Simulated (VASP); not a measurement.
Here is a VASP 6.6.1 calculation.

File INCAR:

```
SYSTEM = AlRu
PREC = Accurate
ENCUT = 520
EDIFF = 1E-7
ISMEAR = 0
SIGMA = 0.15
LREAL = .False.
LASPH = .True.
NELM = 80
ALGO = Fast
ISIF = 2
LWAVE = .False.
LCHARG = .True.
GGA = PS
LELF = .True.
LVHAR = .True.
NBANDS = 25
```

The input KPOINTS:

```
Automatic mesh
0
Gamma
  16 16 8
  0 0 0
```

POSCAR

```
AlRu
1.0
    2.9763250904      0.0000000000      0.0000000000
    0.0000000000      2.9763250904      0.0000000000
    0.0000000000      0.0000000000      5.9526501809
Al Ru
2 2
Direct
    0.0000000000      0.0000000000     -0.0024526891
    0.0000000000      0.0000000000      0.5024526891
    0.5000000000      0.5000000000      0.2500000000
    0.5000000000      0.5000000000      0.7500000000
```

Potentials or basis: VASP PAW PBE potentials, release 64 (Al, Ru_pv).

Launch:

```bash
$ cat potpaw_PBE.64/Al/POTCAR potpaw_PBE.64/Ru_pv/POTCAR > POTCAR
$ mpirun -np 1 vasp_std > vasp.out
```

(1) Predict the band gap on the k mesh.

(2) What does it give for the pressure?

(3) What does it give for the largest force?

## Answers

(1) zero (band 17 reaches 12.68 eV, above the bottom of band 18 at 9.51 eV).

(2) 0.1 GPa.

(3) 0.165 eV/Å.

Caveat: the cell differs from its parent crystal (mode 4 frozen in at +0.000 Å and mode 12 at -0.015 Å (largest displacements)); the PAW data sets were made with another functional, which shifts forces and pressure a little.
